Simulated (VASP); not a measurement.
# BP (I-4m2) in VASP: notebook

Runs on BP. Level: PBE. Tasks: single point.

Program: VASP 6.6.1. These are calculated values, not measurements. Logs are shortened: lines on timing, memory, paths and dates and some standing lists are left out, and cuts for length are marked.

**1. The cell of the first run**

The structure is tetragonal, space group I-4m2 (No. 119). Conventional cell: a = 3.144 Å, b = 3.144 Å, c = 4.574 Å, α = 90.00°, β = 90.00°, γ = 90.00°. Within 2.6 Å of B (site symmetry -4m2) lie 4 P at 1.94 Å. Within 2.6 Å of P (site symmetry -4m2) lie 4 B at 1.94 Å.

**2. Single point, PBE (epitaxial xy strain -2.0%)**

Contents of INCAR:

```
SYSTEM = BP
PREC     = Accurate       ! precision mode
ENCUT    = 520            ! plane-wave cutoff, eV
EDIFF    = 1E-6           ! SCF threshold, eV
ISMEAR   = -1             ! smearing method
SIGMA    = 0.02           ! smearing width, eV
LREAL    = .FALSE.        ! projectors in reciprocal space
LASPH    = .TRUE.         ! aspherical terms in the spheres
NELM     = 100            ! most SCF steps
ALGO     = Normal         ! electronic algorithm
ISIF     = 2              ! what is computed and relaxed
LWAVE    = .FALSE.        ! write WAVECAR
LCHARG   = .TRUE.         ! write CHGCAR
GGA      = PE             ! functional
LELF     = .TRUE.         ! ELF
LVHAR    = .TRUE.       
NBANDS   = 11             ! bands
```

Contents of KPOINTS:

```
regular mesh
0
G
  10 10 10
  0 0 0
```

Contents of POSCAR:

```
BP
1.0
    0.0000000000      2.2229493555      2.2868380549
    2.2229493555      0.0000000000      2.2868380549
    2.2229493555      2.2229493555      0.0000000000
B P
1 1
Direct
    0.0000000000      0.0000000000      0.0000000000
    0.2500000000      0.2500000000      0.2500000000
```

Potentials or basis: VASP PAW PBE potentials, release 64 (B, P).

The run is started by

```console
cat potpaw_PBE.64/B/POTCAR potpaw_PBE.64/P/POTCAR > POTCAR
mpirun -np 1 vasp_std > vasp.out
```

OUTCAR:

```text
SYSTEM = BP
   PREC = Accurate
   ENCUT = 520
   EDIFF = 1E-6
   ISMEAR = -1
   LREAL = .FALSE.
   LASPH = .TRUE.
   NELM = 100
   ISIF = 2
   GGA = PE

 ion  position               nearest neighbor table
   1  0.000  0.000  0.000-   2 1.94   2 1.94   2 1.94   2 1.94
   2  0.250  0.250  0.250-   1 1.94   1 1.94   1 1.94   1 1.94

  LATTYP: Found a body centered tetragonal cell.
 ALAT       =     3.1437251270
 C/A-ratio  =     1.4548587822

  Lattice vectors:

 A1 = (  -2.2229493555,   0.0000000000,   2.2868380549)
 A2 = (   2.2229493555,   0.0000000000,   2.2868380549)
 A3 = (   0.0000000000,   2.2229493555,  -2.2868380549)

Analysis of symmetry for initial positions (statically):
=====================================================================
 Subroutine PRICEL returns:
 Original cell was already a primitive cell.

 Routine SETGRP: Setting up the symmetry group for a
 body centered tetragonal supercell.

 Subroutine GETGRP returns: Found  8 space group operations
 (whereof  8 operations were pure point group operations)
 out of a pool of 16 trial point group operations.

The static configuration has the point symmetry D_2d.

Analysis of symmetry for dynamics (positions and initial velocities):
=====================================================================
 Subroutine PRICEL returns:
 Original cell was already a primitive cell.

 Routine SETGRP: Setting up the symmetry group for a
 body centered tetragonal supercell.

 Subroutine GETGRP returns: Found  8 space group operations
 (whereof  8 operations were pure point group operations)
 out of a pool of 16 trial point group operations.

The dynamic configuration has the point symmetry D_2d.

 Subroutine INISYM returns: Found  8 space group operations
 (whereof  8 operations are pure point group operations),
 and found     1 'primitive' translations

----------------------------------------------------------------------------------------

                                     Primitive cell

  volume of cell :      22.6008

  direct lattice vectors                    reciprocal lattice vectors
     0.000000000  2.222949355  2.286838055    -0.224926402  0.224926402  0.218642505
     2.222949355  0.000000000  2.286838055     0.224926402 -0.224926402  0.218642505
     2.222949355  2.222949355  0.000000000     0.224926402  0.224926402 -0.218642505

  length of vectors
     3.189221241  3.189221241  3.143725127     0.385990048  0.385990048  0.385990048

  position of ions in fractional coordinates (direct lattice)
     0.000000000  0.000000000  0.000000000
     0.250000000  0.250000000  0.250000000

  ion indices of the primitive-cell ions
   primitive index   ion index
                 1           1
                 2           2

----------------------------------------------------------------------------------------

 KPOINTS: regular mesh

Automatic generation of k-mesh.
 Grid dimensions read from file:
 generate k-points for:   10   10   10

 Generating k-lattice:

  Cartesian coordinates                     Fractional coordinates (reciprocal lattice)
    -0.022492640  0.022492640  0.021864250     0.100000000 -0.000000000  0.000000000
     0.022492640 -0.022492640  0.021864250    -0.000000000  0.100000000  0.000000000
     0.022492640  0.022492640 -0.021864250     0.000000000  0.000000000  0.100000000

  Length of vectors
     0.038599005  0.038599005  0.038599005

  Shift w.r.t. Gamma in fractional coordinates (k-lattice)
     0.000000000  0.000000000  0.000000000

 Subroutine IBZKPT returns following result:
 ===========================================

 Found    102 irreducible k-points:

 Following reciprocal coordinates:
            Coordinates               Weight
  0.000000  0.000000  0.000000      1.000000
  0.100000  0.000000  0.000000      8.000000
  0.200000  0.000000  0.000000      8.000000
  0.300000 -0.000000  0.000000      8.000000
  0.400000  0.000000  0.000000      8.000000
  0.500000 -0.000000  0.000000      4.000000
[... 16 lines left out ...]
  0.300000  0.300000  0.000000      2.000000
  0.400000  0.300000  0.000000      8.000000
 [... further k-points ...]
   k-points           NKPTS =    102   k-points in BZ     NKDIM =    102   number of bands    NBANDS=     11
   number of dos      NEDOS =    301   number of ions     NIONS =      2
   total plane-waves  NPLWV =  13824
   dimension x,y,z NGX =    24 NGY =   24 NGZ =   24
   dimension x,y,z NGXF=    48 NGYF=   48 NGZF=   48
   ions per type =               1   1
   NGX,Y,Z   is equivalent  to a cutoff of  12.51, 12.51, 12.69 a.u.
   NGXF,Y,Z  is equivalent  to a cutoff of  25.02, 25.02, 25.38 a.u.
 SYSTEM =  BP
   PREC   = accura    normal or accurate (medium, high low for compatibility)
   ISTART =      0    job   : 0-new  1-cont  2-samecut
   ICHARG =      2    charge: 1-file 2-atom 10-const
   ISPIN  =      1    spin polarized calculation?
   LNONCOLLINEAR =      F non collinear calculations
   LSORBIT =      F    spin-orbit coupling
   LASPH  =      T    aspherical Exc in radial PAW
   ENCUT  =  520.0 eV  38.22 Ry    6.18 a.u.   5.93  5.93  5.85*2*pi/ulx,y,z
   NELM   =    100;   NELMIN=  2; NELMDL= -5     # of ELM steps
   EDIFF  = 0.1E-05   stopping-criterion for ELM
   LREAL  =      F    real-space projection
   EDIFFG = 0.1E-04   stopping-criterion for IOM
   NSW    =      0    number of steps for IOM
   IBRION =     -1    ionic relax: 0-MD 1-quasi-New 2-CG
   NFREE  =      0    steps in history (QN), initial steepest desc. (CG)
   ISIF   =      2    stress and relaxation
   ISYM   =      2    0-nonsym 1-usesym 2-fastsym
   POTIM  = 0.5000    time-step for ionic-motion
   TEBEG  =    0.0;   TEEND  =   0.0 temperature during run
   PSTRESS=    0.0 pullay stress
   NELECT =       8.0000    total number of electrons
   NUPDOWN=      -1.0000    fix difference up-down
   EMIN   =  10.00;   EMAX   =-10.00  energy-range for DOS
   EFERMI =   0.00;   METHOD = LEGACY
   ISMEAR =    -1;   SIGMA  =   0.02  broadening in eV -4-tet -1-fermi 0-gaus
   EFERMI_NEDOS =   21; number of points for ismear=-14 and -15
   IALGO  =     38    algorithm
   IMIX   =      4    mixing-type and parameters
     AMIX     =   0.40;   BMIX     =  1.00
     AMIX_MAG =   1.60;   BMIX_MAG =  1.00
  volume/ion in A,a.u.               =      11.30        76.26
  Fermi-wavevector in a.u.,A,eV,Ry     =   1.158057  2.188411 18.246723  1.341096
  Thomas-Fermi vector in A             =   2.294663
   LORBIT       =      0    0 simple, 1 ext, 2 COOP (PROOUT), +10 PAW based schemes
   GGA     = PE    functional components
   LHFCALC =     F    Hartree Fock is set to
   AEXX    =    0.0000 exact exchange contribution
   IVDW    =     0    specifies the selected vdW correction
   LEPSILON=     F    determine dielectric tensor
   LRPA    =     F    only Hartree local field effects (RPA)
 non-spin polarized calculation
  energy-cutoff  :      520.00
  volume of cell :       22.60
 maximum number of plane-waves:       620
   NGX = 11   NGY = 11   NGZ = 11

 number of electron       8.0000001 magnetization

 Free energy of the ion-electron system (eV)
  ---------------------------------------------------
  ext. energy  EPLUGINS =         0.00000000
  ---------------------------------------------------
  free energy    TOTEN  =       -12.90165547 eV

  energy without entropy =      -12.90165547  energy(sigma->0) =      -12.90165547

 E-fermi :   8.3118     XC(G=0): -11.0516

 val. band max:        7.9288805720   @ k =   0.0000   0.0000   0.0000
 cond. band min:       8.9057001683   @ k =   0.4000   0.0000   0.4000
 fundamental gap:      0.9768195963
 Fermi energy:         8.3118022487

 k-point     1 :       0.0000    0.0000    0.0000
  band No.  band energies     occupation
      1      -7.9288      2.00000
      2       7.6371      2.00000
      3       7.9289      2.00000
      4       7.9289      2.00000
      5      11.2354      0.00000
      6      11.2354      0.00000
      7      11.3915      0.00000
      8      15.7009      0.00000
      9      19.5606      0.00000
     10      19.6668      0.00000
     11      20.4420      0.00000

 k-point     2 :       0.1000    0.0000    0.0000
  band No.  band energies     occupation
      1      -7.7435      2.00000
      2       6.4943      2.00000
      3       7.4329      2.00000
      4       7.6360      2.00000
      5      11.6290      0.00000
      6      11.6628      0.00000
      7      11.8743      0.00000
      8      16.1870      0.00000
      9      19.0111      0.00000
     10      19.6697      0.00000
     11      20.1644      0.00000

 k-point     3 :       0.2000    0.0000    0.0000
  band No.  band energies     occupation
      1      -7.1945      2.00000
      2       4.1142      2.00000
      3       6.8239      2.00000
      4       7.0889      2.00000
      5      11.9244      0.00000
      6      12.4381      0.00000
      7      12.5110      0.00000
      8      17.2615      0.00000
      9      18.5440      0.00000
     10      18.9236      0.00000
     11      21.0582      0.00000

 k-point     4 :       0.3000   -0.0000    0.0000
  band No.  band energies     occupation
      1      -6.3104      2.00000
      2       1.6983      2.00000
      3       6.2945      2.00000
      4       6.6182      2.00000
      5      11.8516      0.00000
      6      12.7528      0.00000
      7      12.8333      0.00000
      8      18.0407      0.00000
      9      19.3229      0.00000
     10      19.3660      0.00000
     11      21.3946      0.00000
[... 239 lines left out ...]
 k-point    22 :      -0.2000    0.2000    0.0000
  band No.  band energies     occupation
      1      -5.9785      2.00000
      2       2.4162      2.00000
      3       3.3948      2.00000
      4       6.7576      2.00000
      5      12.6078      0.00000
      6      13.2242      0.00000
      7      14.1552      0.00000
      8      16.3390      0.00000
      9      17.4694      0.00000
     10      21.8248      0.00000
     11      24.2405      0.00000

 k-point    23 :       0.3000    0.3000    0.0000
  band No.  band energies     occupation
      1      -5.8316      2.00000
      2       2.7304      2.00000
      3       4.6882      2.00000
      4       4.6882      2.00000
      5       9.5613      0.00000
      6      11.8077      0.00000
      7      16.8895      0.00000
      8      16.8895      0.00000
      9      21.0620      0.00000
     10      22.6391      0.00000
     11      24.5781      0.00000

 k-point    24 :       0.4000    0.3000    0.0000
  band No.  band energies     occupation
      1      -5.0021      2.00000
      2       1.4363      2.00000
      3       3.7450      2.00000
      4       4.4007      2.00000
      5       9.8545      0.00000
      6      11.6334      0.00000
      7      17.5195      0.00000
      8      17.5672      0.00000
      9      21.9857      0.00000
     10      23.4109      0.00000
     11      25.1777      0.00000

 [... further k-points ...]
[... 5 lines left out ...]
  --------------------------------------------------------------------------------------
  -------------------------------------------------------------------------------------
  Total        1.3282669      1.3282669      0.1847242      0.0000000     -0.0000000      0.0000000
  in kB       94.1610687     94.1610687     13.0951270      0.0000000     -0.0000000      0.0000000
  external PRESSURE =      67.1390882 kB  Pullay stress =       0.0000000 kB

 VOLUME and BASIS-vectors are now :
 -----------------------------------------------------------------------------
  energy-cutoff  :      520.00
  volume of cell :       22.60
      direct lattice vectors                 reciprocal lattice vectors
     0.000000000  2.222949355  2.286838055    -0.224926402  0.224926402  0.218642505
     2.222949355  0.000000000  2.286838055     0.224926402 -0.224926402  0.218642505
     2.222949355  2.222949355  0.000000000     0.224926402  0.224926402 -0.218642505

 POSITION                                       TOTAL-FORCE (eV/Angst)
 -----------------------------------------------------------------------------------
      0.00000      0.00000      0.00000         0.000000      0.000000     -0.000000
      1.11147      1.11147      1.14342        -0.000000     -0.000000      0.000000
 -----------------------------------------------------------------------------------
    total drift:                               -0.000000     -0.000000      0.000000

  FREE ENERGIE OF THE ION-ELECTRON SYSTEM (eV)
  ---------------------------------------------------
  free  energy   TOTEN  =       -12.9016554684 eV

  energy  without entropy=      -12.9016554684  energy(sigma->0) =      -12.90165547
```

Run time: 12 s. Hardware: 1 thread of Intel Xeon Platinum 8488C (Sapphire Rapids), shared host; peak memory 0.15 GiB.

Results:

```yaml
Free_energy: -12.9017 eV
Pressure: 6.7 GPa
Band_gap_on_the_k_mesh: 0.98 eV, indirect (least direct gap 3.31 eV)
```

Caveat: the cell differs from its parent crystal (epitaxial xy strain -2.0%). A k mesh can miss the band edges.

**3. Single point, PBE (epitaxial xy strain -1.0%)**

Contents of INCAR:

```
PREC = Accurate
ENCUT = 520
EDIFF = 1E-6
ISMEAR = -1
SIGMA = 0.02
LREAL = False
LASPH = True
NELM = 60
ALGO = Normal
ISIF = 2
LWAVE = False
LCHARG = False
GGA = PE
NBANDS = 11
```

Contents of KPOINTS:

```
Automatic mesh
0
Gamma
  10 10 10
```

Contents of POSCAR:

```
BP
1.0
    0.0000000000      2.2456325122      2.2775840145
    2.2456325122      0.0000000000      2.2775840145
    2.2456325122      2.2456325122      0.0000000000
B P
1 1
Direct
    0.0000000000      0.0000000000      0.0000000000
    0.2500000000      0.2500000000      0.2500000000
```

Potentials or basis: VASP PAW PBE potentials, release 64 (B, P).

The run is started by

```console
cat potpaw_PBE.64/B/POTCAR potpaw_PBE.64/P/POTCAR > POTCAR
mpirun -np 1 vasp_std > vasp.out
```

Wall time 9.9 s (1 thread of Intel Xeon Platinum 8488C (Sapphire Rapids), shared host); peak memory 0.15 GiB.

The run converged. Its results:

```yaml
Free_energy: -12.9220 eV
Pressure: 3.8 GPa
Band_gap_on_the_k_mesh: 1.11 eV, indirect (least direct gap 3.35 eV)
```

Stress tensor (GPa, compression positive):
```
5.08 0.00 0.00
0.00 5.08 0.00
0.00 0.00 1.17
```

Levels at points of the mesh, in eV from the valence-band top:
```tsv
k point	band 2	band 3	band 4	band 5	band 6	band 7
(0.00, 0.00, 0.00)	-0.14	0.00	0.00	3.35	3.35	3.43
(0.50, 0.00, 0.00)	-9.20	-1.92	-1.73	3.80	4.64	4.75
(0.50, 0.50, 0.00)	-8.80	-4.12	-4.12	1.36	1.73	12.24
(0.50, 0.00, 0.50)	-8.68	-4.29	-4.26	1.20	1.53	12.07
```

Caveat: the cell differs from its parent crystal (epitaxial xy strain -1.0%).
